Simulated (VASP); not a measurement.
A run of VASP 6.6.1 is set up as follows.

INCAR

```
ALGO     = Normal         # electronic algorithm
EDIFF    = 1E-6           # SCF threshold, eV
ENCUT    = 520            # plane-wave cutoff, eV
GGA      = PS             # functional
ISIF     = 2              # what is computed and relaxed
ISMEAR   = -1             # smearing method
LASPH    = True           # aspherical terms in the spheres
LCHARG   = False          # write CHGCAR
LREAL    = False          # projectors in reciprocal space
LWAVE    = False          # write WAVECAR
NBANDS   = 42             # bands
NELM     = 60             # most SCF steps
PREC     = Accurate       # precision mode
SIGMA    = 0.03           # smearing width, eV
```

Contents of KPOINTS:

```
k-points
0
Gamma
  6 6 6
```

Contents of POSCAR:

```
KScSe2
1.0
   -2.9236898132      2.9236898132      5.8940485229
    2.9236898132     -2.9236898132      5.8940485229
    2.9236898132      2.9236898132     -5.8940485229
K Se Sc
2 4 2
Direct
    0.7500000000      0.2500000000      0.5000000000
    0.0000000000      0.0000000000      0.0000000000
    0.4712808522     -0.0287191478      0.5000000000
    0.7212808522      0.7212808522      0.0000000000
    0.0287191478      0.5287191478      0.5000000000
    0.2787191478      0.2787191478      0.0000000000
    0.2500000000      0.7500000000      0.5000000000
    0.5000000000      0.5000000000      0.0000000000
```

Potentials or basis: VASP PAW PBE potentials, release 64 (K_sv, Se, Sc_sv).

Run with:

```console
$ cat potpaw_PBE.64/K_sv/POTCAR potpaw_PBE.64/Se/POTCAR potpaw_PBE.64/Sc_sv/POTCAR > POTCAR
$ mpirun -np 1 vasp_std > vasp.out
```

Problem. What does it give for the pressure?

Solution. 0.2 GPa.

Problem. What does it give for the largest force?

Solution. 0.015 eV/Å.

Problem. Predict the band gap on the k mesh.

Solution. 1.07 eV, direct.

Forces on the atoms (eV/Å):
```
K    0.000  0.000  0.000
K    0.000  0.000  0.000
Se   0.000  0.000  0.015
Se   0.000  0.000  0.015
Se   0.000  0.000 -0.015
Se   0.000  0.000 -0.015
Sc   0.000  0.000  0.000
Sc   0.000  0.000  0.000
```

Caveat: the PAW data sets were made with another functional, which shifts forces and pressure a little. A k mesh can miss the band edges.
